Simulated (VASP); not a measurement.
# RbCl (Fm-3m) in VASP: notebook

RbCl is run at these levels: PBE; tasks: single point, relaxation of cell and atoms.

Everything below comes from runs of VASP 6.6.1. Logs are shortened: lines on timing, memory, paths and dates and some standing lists are left out, and cuts for length are marked.

## (1) The cell of the first run

The structure is cubic, space group Fm-3m (No. 225). The conventional cell has a = 6.698 Å, b = 6.698 Å, c = 6.698 Å, α = 90.00°, β = 90.00°, γ = 90.00°. Rb (site symmetry m-3m) has 6 Cl at 3.35 Å within 4.4 Å. Cl (site symmetry m-3m) has 6 Rb at 3.35 Å within 4.4 Å.

## (2) Single point, PBE

Contents of INCAR:

```
SYSTEM = RbCl
PREC     = Accurate       ! precision mode
ENCUT    = 500            ! plane-wave cutoff, eV
EDIFF    = 1E-6           ! SCF threshold, eV
ISMEAR   = 0              ! smearing method
SIGMA    = 0.02           ! smearing width, eV
LREAL    = .False.        ! projectors in reciprocal space
LASPH    = .True.         ! aspherical terms in the spheres
NELM     = 120            ! most SCF steps
ALGO     = Normal         ! electronic algorithm
ISIF     = 2              ! what is computed and relaxed
LWAVE    = .False.        ! write WAVECAR
LCHARG   = .False.        ! write CHGCAR
GGA      = PE             ! functional
NBANDS   = 15             ! bands
GGA_COMPAT= .False.
```

Contents of KPOINTS:

```
Automatic mesh
0
Gamma
  6 6 6
  0 0 0
```

Contents of POSCAR:

```
RbCl
1.0
    0.0000000000      3.3491260184      3.3491260184
    3.3491260184      0.0000000000      3.3491260184
    3.3491260184      3.3491260184      0.0000000000
Rb Cl
1 1
Direct
    0.0000000000      0.0000000000      0.0000000000
    0.5000000000      0.5000000000      0.5000000000
```

Potentials or basis: VASP PAW PBE potentials, release 64 (Rb_sv, Cl).

Command:

```console
cat potpaw_PBE.64/Rb_sv/POTCAR potpaw_PBE.64/Cl/POTCAR > POTCAR
mpirun -np 1 vasp_std > vasp.out
```

OUTCAR:

```text
SYSTEM = RbCl
   PREC = Accurate
   ENCUT = 500
   EDIFF = 1E-6
   ISMEAR = 0
   LREAL = .False.
   LASPH = .True.
   NELM = 120
   ISIF = 2
   GGA = PE

 ion  position               nearest neighbor table
   1  0.000  0.000  0.000-   2 3.35   2 3.35   2 3.35   2 3.35   2 3.35   2 3.35
   2  0.500  0.500  0.500-   1 3.35   1 3.35   1 3.35   1 3.35   1 3.35   1 3.35

  LATTYP: Found a face centered cubic cell.
 ALAT       =     6.6982520368

  Lattice vectors:

 A1 = (   0.0000000000,   3.3491260184,   3.3491260184)
 A2 = (   3.3491260184,   0.0000000000,   3.3491260184)
 A3 = (   3.3491260184,   3.3491260184,   0.0000000000)

Analysis of symmetry for initial positions (statically):
=====================================================================
 Subroutine PRICEL returns:
 Original cell was already a primitive cell.

 Routine SETGRP: Setting up the symmetry group for a
 face centered cubic supercell.

 Subroutine GETGRP returns: Found 48 space group operations
 (whereof 48 operations were pure point group operations)
 out of a pool of 48 trial point group operations.

The static configuration has the point symmetry O_h .

Analysis of symmetry for dynamics (positions and initial velocities):
=====================================================================
 Subroutine PRICEL returns:
 Original cell was already a primitive cell.

 Routine SETGRP: Setting up the symmetry group for a
 face centered cubic supercell.

 Subroutine GETGRP returns: Found 48 space group operations
 (whereof 48 operations were pure point group operations)
 out of a pool of 48 trial point group operations.

The dynamic configuration has the point symmetry O_h .

 Subroutine INISYM returns: Found 48 space group operations
 (whereof 48 operations are pure point group operations),
 and found     1 'primitive' translations

----------------------------------------------------------------------------------------

                                     Primitive cell

  volume of cell :      75.1319

  direct lattice vectors                    reciprocal lattice vectors
     0.000000000  3.349126018  3.349126018    -0.149292680  0.149292680  0.149292680
     3.349126018  0.000000000  3.349126018     0.149292680 -0.149292680  0.149292680
     3.349126018  3.349126018  0.000000000     0.149292680  0.149292680 -0.149292680

  length of vectors
     4.736379437  4.736379437  4.736379437     0.258582508  0.258582508  0.258582508

  position of ions in fractional coordinates (direct lattice)
     0.000000000  0.000000000  0.000000000
     0.500000000  0.500000000  0.500000000

  ion indices of the primitive-cell ions
   primitive index   ion index
                 1           1
                 2           2

----------------------------------------------------------------------------------------

 KPOINTS: Automatic mesh

Automatic generation of k-mesh.
 Grid dimensions read from file:
 generate k-points for:    6    6    6

 Generating k-lattice:

  Cartesian coordinates                     Fractional coordinates (reciprocal lattice)
    -0.024882113  0.024882113  0.024882113     0.166666667  0.000000000  0.000000000
     0.024882113 -0.024882113  0.024882113     0.000000000  0.166666667  0.000000000
     0.024882113  0.024882113 -0.024882113     0.000000000  0.000000000  0.166666667

  Length of vectors
     0.043097085  0.043097085  0.043097085

  Shift w.r.t. Gamma in fractional coordinates (k-lattice)
     0.000000000  0.000000000  0.000000000

 Subroutine IBZKPT returns following result:
 ===========================================

 Found     16 irreducible k-points:

 Following reciprocal coordinates:
            Coordinates               Weight
  0.000000  0.000000  0.000000      1.000000
  0.166667  0.000000  0.000000      8.000000
  0.333333  0.000000  0.000000      8.000000
  0.500000  0.000000  0.000000      4.000000
  0.166667  0.166667  0.000000      6.000000
  0.333333  0.166667  0.000000     24.000000
[... 8 lines left out ...]
 -0.333333  0.333333  0.166667     24.000000
 -0.333333  0.500000  0.166667     12.000000
   k-points           NKPTS =     16   k-points in BZ     NKDIM =     16   number of bands    NBANDS=     15
   number of dos      NEDOS =    301   number of ions     NIONS =      2
   total plane-waves  NPLWV =  46656
   dimension x,y,z NGX =    36 NGY =   36 NGZ =   36
   dimension x,y,z NGXF=    72 NGYF=   72 NGZF=   72
   ions per type =               1   1
   NGX,Y,Z   is equivalent  to a cutoff of  12.64, 12.64, 12.64 a.u.
   NGXF,Y,Z  is equivalent  to a cutoff of  25.27, 25.27, 25.27 a.u.
 SYSTEM =  RbCl
   PREC   = accura    normal or accurate (medium, high low for compatibility)
   ISTART =      0    job   : 0-new  1-cont  2-samecut
   ICHARG =      2    charge: 1-file 2-atom 10-const
   ISPIN  =      1    spin polarized calculation?
   LNONCOLLINEAR =      F non collinear calculations
   LSORBIT =      F    spin-orbit coupling
   LASPH  =      T    aspherical Exc in radial PAW
   ENCUT  =  500.0 eV  36.75 Ry    6.06 a.u.   8.64  8.64  8.64*2*pi/ulx,y,z
   NELM   =    120;   NELMIN=  2; NELMDL= -5     # of ELM steps
   EDIFF  = 0.1E-05   stopping-criterion for ELM
   LREAL  =      F    real-space projection
   EDIFFG = 0.1E-04   stopping-criterion for IOM
   NSW    =      0    number of steps for IOM
   IBRION =     -1    ionic relax: 0-MD 1-quasi-New 2-CG
   NFREE  =      0    steps in history (QN), initial steepest desc. (CG)
   ISIF   =      2    stress and relaxation
   ISYM   =      2    0-nonsym 1-usesym 2-fastsym
   POTIM  = 0.5000    time-step for ionic-motion
   TEBEG  =    0.0;   TEEND  =   0.0 temperature during run
   PSTRESS=    0.0 pullay stress
   NELECT =      16.0000    total number of electrons
   NUPDOWN=      -1.0000    fix difference up-down
   EMIN   =  10.00;   EMAX   =-10.00  energy-range for DOS
   EFERMI =   0.00;   METHOD = LEGACY
   ISMEAR =     0;   SIGMA  =   0.02  broadening in eV -4-tet -1-fermi 0-gaus
   EFERMI_NEDOS =   21; number of points for ismear=-14 and -15
   IALGO  =     38    algorithm
   IMIX   =      4    mixing-type and parameters
     AMIX     =   0.40;   BMIX     =  1.00
     AMIX_MAG =   1.60;   BMIX_MAG =  1.00
  volume/ion in A,a.u.               =      37.57       253.51
  Fermi-wavevector in a.u.,A,eV,Ry     =   0.977627  1.847448 13.003839  0.955755
  Thomas-Fermi vector in A             =   2.108340
   LORBIT       =      0    0 simple, 1 ext, 2 COOP (PROOUT), +10 PAW based schemes
   GGA     = PE    functional components
   LHFCALC =     F    Hartree Fock is set to
   AEXX    =    0.0000 exact exchange contribution
   IVDW    =     0    specifies the selected vdW correction
   LEPSILON=     F    determine dielectric tensor
   LRPA    =     F    only Hartree local field effects (RPA)
 non-spin polarized calculation
 Gauss-broadening in eV      SIGMA  =   0.02
  energy-cutoff  :      500.00
  volume of cell :       75.13
 maximum number of plane-waves:      1932
 NGX is ok and might be reduce to    36
   NGX = 17   NGY = 17   NGZ = 17

 number of electron      16.0000000 magnetization

 Free energy of the ion-electron system (eV)
  ---------------------------------------------------
  ext. energy  EPLUGINS =         0.00000000
  ---------------------------------------------------
  free energy    TOTEN  =        -6.67584383 eV

  energy without entropy =       -6.67584383  energy(sigma->0) =       -6.67584383

 E-fermi :  -1.9839     XC(G=0):  -7.1417

 val. band max:       -2.0674454767   @ k =   0.0000   0.0000   0.0000
 cond. band min:       2.7654275023   @ k =   0.0000   0.0000   0.0000
 fundamental gap:      4.8328729790
 Fermi energy:        -1.9839141924

 k-point     1 :       0.0000    0.0000    0.0000
  band No.  band energies     occupation
      1     -26.1189      2.00000
      2     -14.0205      2.00000
      3     -10.1678      2.00000
      4     -10.1678      2.00000
      5     -10.1678      2.00000
      6      -2.0674      2.00000
      7      -2.0674      2.00000
      8      -2.0674      2.00000
      9       2.7654      0.00000
     10       5.8857      0.00000
     11       5.8857      0.00000
     12       5.8857      0.00000
     13       6.8356      0.00000
     14       6.8356      0.00000
     15       9.8690      0.00000

 k-point     2 :       0.1667    0.0000    0.0000
  band No.  band energies     occupation
      1     -26.1159      2.00000
      2     -14.0324      2.00000
      3     -10.1706      2.00000
      4     -10.1706      2.00000
      5     -10.1639      2.00000
      6      -2.3002      2.00000
      7      -2.1451      2.00000
      8      -2.1451      2.00000
      9       3.3532      0.00000
     10       5.7079      0.00000
     11       6.2121      0.00000
     12       6.2121      0.00000
     13       7.2076      0.00000
     14       7.2076      0.00000
     15      10.8761      0.00000

 k-point     3 :       0.3333    0.0000    0.0000
  band No.  band energies     occupation
      1     -26.1099      2.00000
      2     -14.0560      2.00000
      3     -10.1764      2.00000
      4     -10.1764      2.00000
      5     -10.1563      2.00000
      6      -2.6869      2.00000
      7      -2.2926      2.00000
      8      -2.2926      2.00000
      9       4.6478      0.00000
     10       5.6529      0.00000
     11       7.1067      0.00000
     12       7.1067      0.00000
     13       8.1563      0.00000
     14       8.1563      0.00000
     15      10.4211      0.00000
[... 199 lines left out ...]
 k-point    15 :      -0.3333    0.3333    0.1667
  band No.  band energies     occupation
      1     -26.1042      2.00000
      2     -14.0198      2.00000
      3     -10.2812      2.00000
      4     -10.2762      2.00000
      5     -10.1631      2.00000
      6      -2.5643      2.00000
      7      -2.3195      2.00000
      8      -2.3174      2.00000
      9       5.5302      0.00000
     10       5.5892      0.00000
     11       7.2413      0.00000
     12       7.2965      0.00000
     13       8.7060      0.00000
     14       9.2564      0.00000
     15       9.6901      0.00000

 k-point    16 :      -0.3333    0.5000    0.1667
  band No.  band energies     occupation
      1     -26.1033      2.00000
      2     -13.9968      2.00000
      3     -10.3459      2.00000
      4     -10.2822      2.00000
      5     -10.1836      2.00000
      6      -2.3924      2.00000
      7      -2.3530      2.00000
      8      -2.2457      2.00000
      9       4.8166      0.00000
     10       6.3338      0.00000
     11       6.4810      0.00000
     12       7.5368      0.00000
     13       8.5792      0.00000
     14       9.4355      0.00000
     15       9.8775      0.00000

------------------------ aborting loop because EDIFF is reached ----------------------------------------

  FORCE on cell =-STRESS in cart. coord.  units (eV):
  Direction    XX          YY          ZZ          XY          YZ          ZX
  --------------------------------------------------------------------------------------
  -------------------------------------------------------------------------------------
  Total       -0.0023760     -0.0023760     -0.0023760      0.0000000      0.0000000      0.0000000
  in kB       -0.0506676     -0.0506676     -0.0506676      0.0000000      0.0000000      0.0000000
  external PRESSURE =      -0.0506676 kB  Pullay stress =       0.0000000 kB

 VOLUME and BASIS-vectors are now :
 -----------------------------------------------------------------------------
  energy-cutoff  :      500.00
  volume of cell :       75.13
      direct lattice vectors                 reciprocal lattice vectors
     0.000000000  3.349126018  3.349126018    -0.149292680  0.149292680  0.149292680
     3.349126018  0.000000000  3.349126018     0.149292680 -0.149292680  0.149292680
     3.349126018  3.349126018  0.000000000     0.149292680  0.149292680 -0.149292680

 POSITION                                       TOTAL-FORCE (eV/Angst)
 -----------------------------------------------------------------------------------
      0.00000      0.00000      0.00000        -0.000000      0.000000     -0.000000
      3.34913      3.34913      3.34913         0.000000     -0.000000      0.000000
 -----------------------------------------------------------------------------------
    total drift:                                0.000000      0.000000      0.000000

  FREE ENERGIE OF THE ION-ELECTRON SYSTEM (eV)
  ---------------------------------------------------
  free  energy   TOTEN  =        -6.6758438289 eV

  energy  without entropy=       -6.6758438289  energy(sigma->0) =       -6.67584383
```

Wall time 30 s (1 thread of Intel Xeon 8259CL, shared host); peak memory 0.2 GiB.

What came out:

- Free energy: -6.6758 eV
- Pressure: 0.0 GPa
- Band gap on the k mesh: 4.83 eV, direct

Levels at points of the mesh, in eV from the valence-band top:
```tsv
k point	band 4	band 5	band 6	band 7	band 8	band 9	band 10	band 11	band 12	band 13
(0.00, 0.00, 0.00)	-8.10	-8.10	0.00	0.00	0.00	4.83	7.95	7.95	7.95	8.90
(0.50, 0.00, 0.00)	-8.11	-8.09	-0.79	-0.30	-0.30	7.57	7.78	9.96	9.96	11.17
(0.50, 0.50, 0.00)	-8.18	-8.18	-0.32	-0.10	-0.10	6.24	7.83	9.42	9.95	10.15
```

Expect the measured gap to be larger: semilocal functionals such as PBE lack the derivative discontinuity.

## (3) Relaxation of cell and atoms, PBE

This run uses another cell than the first one, of 35.09 Å³/atom, 0.934 times its volume.

Contents of INCAR:

```
  PREC = Accurate
  ENCUT = 500
  EDIFF = 1E-7
  ISMEAR = 0
  SIGMA = 0.02
  LREAL = False
  LASPH = True
  NELM = 120
  ALGO = Normal
  ISIF = 3
  LWAVE = False
  LCHARG = False
  GGA = PE
  IBRION = 2
  NSW = 100
  EDIFFG = -0.005
  GGA_COMPAT = False
  NELMIN = 4
```

Contents of KPOINTS:

```
regular mesh
0
Gamma
  6 6 6
```

Contents of POSCAR:

```
RbCl
1.0
    0.0000000000      3.2740000000      3.2740000000
    3.2740000000      0.0000000000      3.2740000000
    3.2740000000      3.2740000000      0.0000000000
Rb Cl
1 1
Direct
    0.0000000000      0.0000000000      0.0000000000
    0.5000000000      0.5000000000      0.5000000000
```

Potentials or basis: VASP PAW PBE potentials, release 64 (Rb_sv, Cl).

Command:

```console
cat potpaw_PBE.64/Rb_sv/POTCAR potpaw_PBE.64/Cl/POTCAR > POTCAR
mpirun -np 1 vasp_std > vasp.out
```

Run time: 78 s. Hardware: 1 thread of Intel Xeon 8259CL, shared host; peak memory 0.21 GiB.

Results (log left out):

```yaml
Free_energy: -6.6746 eV
Relaxed_volume: 37.55 Å³/atom
Relaxed_cell: a = 4.736 Å, b = 4.736 Å, c = 4.736 Å, α = 60.00°, β = 60.00°, γ = 60.00°
Space_group_after_relaxing_to_0.05_Å: Fm-3m (No. 225)
Energy_gained_by_relaxing: 8.2 meV/atom
Ionic_steps: 4
Pressure_after_relaxing: 0.0 GPa
Band_gap_on_the_k_mesh: 4.83 eV, direct
```

The path:
| step | energy change (eV) | largest force (eV/Å) | pressure (GPa) | volume (Å³) |
| --- | --- | --- | --- | --- |
| 1 | 0.0000 | 0.0000 | 1.15 | 70.19 |
| 2 | -0.0131 | 0.0000 | 0.48 | 72.78 |
| 3 | -0.0164 | 0.0000 | -0.05 | 75.32 |
| 4 | -0.0164 | 0.0000 | 0.00 | 75.09 |

Final structure:
```
Rb Cl
1.0
     0.00000    3.34852    3.34852
     3.34852    0.00000    3.34852
     3.34852    3.34852    0.00000
Rb Cl
1 1
Cartesian
  0.0000 0.0000 0.0000
  3.3485 3.3485 3.3485
```

Levels at points of the mesh, in eV from the valence-band top:
| k point | band 6 | band 7 | band 8 | band 9 | band 10 | band 11 |
| --- | --- | --- | --- | --- | --- | --- |
| (0.00, 0.00, 0.00) | 0.00 | 0.00 | 0.00 | 4.83 | 7.95 | 7.95 |
| (0.50, 0.00, 0.00) | -0.79 | -0.30 | -0.30 | 7.57 | 7.78 | 9.96 |
| (0.50, 0.50, 0.00) | -0.32 | -0.10 | -0.10 | 6.24 | 7.83 | 9.42 |

Expect the measured gap to be larger: semilocal functionals such as PBE lack the derivative discontinuity. PBE usually gives volumes a little too large and moduli too small.

## (4) Single point, PBE (volume scaled by 0.88)

Contents of INCAR:

```
  PREC = Accurate
  ENCUT = 500
  EDIFF = 1E-6
  ISMEAR = 0
  SIGMA = 0.02
  LREAL = F
  LASPH = T
  NELM = 120
  ALGO = Normal
  ISIF = 2
  LWAVE = F
  LCHARG = T
  GGA = PE
  LELF = T
  LVHAR = T
  NBANDS = 15
  GGA_COMPAT = F
```

KPOINTS is that of step 3.

Contents of POSCAR:

```
RbCl
1.0
    0.0000000000      3.2094137728      3.2094137728
    3.2094137728      0.0000000000      3.2094137728
    3.2094137728      3.2094137728      0.0000000000
Rb Cl
1 1
Direct
    0.0000000000      0.0000000000      0.0000000000
    0.5000000000      0.5000000000      0.5000000000
```

Command:

```console
cat potpaw_PBE.64/Rb_sv/POTCAR potpaw_PBE.64/Cl/POTCAR > POTCAR
mpirun -np 1 vasp_std > vasp.out
```

It took 25 s on 1 thread of Intel Xeon 8259CL, shared host; peak memory 0.2 GiB.

It converged, with:

```
Free energy            : -6.6114 eV
Pressure               : 2.5 GPa
Band gap on the k mesh : 5.25 eV, direct
```

Levels at points of the mesh, in eV from the valence-band top:
```
           k point  band 6  band 7  band 8  band 9  band 10  band 11
(0.00, 0.00, 0.00)    0.00    0.00    0.00    5.25     8.03     8.03
(0.50, 0.00, 0.00)   -0.98   -0.41   -0.41    8.01     8.25    10.42
(0.50, 0.50, 0.00)   -0.30   -0.09   -0.09    6.14     8.42    10.14
```

Caveat: the cell differs from its parent crystal (volume scaled by 0.88).

## (5) Overview

| task | cell | gap on the mesh (eV) | pressure (GPa) |
| --- | --- | --- | --- |
| single point | a = 4.736 Å, angles 60.0°, 2 atoms | 4.83 | 0.0 |
| relaxation of cell and atoms | relaxed from a = 4.630 Å, angles 60.0°, 2 atoms | 4.83 | 0.0 |
| single point | a = 4.539 Å, angles 60.0°, 2 atoms | 5.25 | 2.5 |

Alike in all rows: level PBE; potentials or basis VASP PAW PBE potentials, release 64 (Rb_sv, Cl); no spin polarisation; k mesh 6 × 6 × 6; cutoff (eV) 500; smearing gaussian 0.02 eV.

Absolute energies hang on the potentials; compare differences alone.
